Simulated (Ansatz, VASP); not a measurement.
**One calculation of Mo, two programs**

```
CELL_PARAMETERS angstrom
-1.58039 1.58039 1.58039
1.58039 -1.58039 1.58039
1.58039 1.58039 -1.58039
ATOMIC_POSITIONS crystal
Mo 0.00000 0.00000 0.00000
```

Alike in both runs: task single point; functional PBE; k mesh 36 × 36 × 36; no spin polarisation.

|  | VASP | Ansatz |
| --- | --- | --- |
| version | VASP 6.6.1 | Ansatz 0.2.0 |
| potentials or method | VASP PAW PBE potentials, release 64 (Mo_sv) | plane-wave PAW, scalar-relativistic |
| plane-wave cutoff (eV) | 520 | 420 |
| occupations | methfessel-paxton of order 1, width 0.1 eV | cold, width 0.1 eV |
| valence electrons in the cell | 14 | 14 |

```tsv
	VASP	Ansatz	Ansatz less VASP
pressure (GPa)	0.5	0.0	-0.50
```
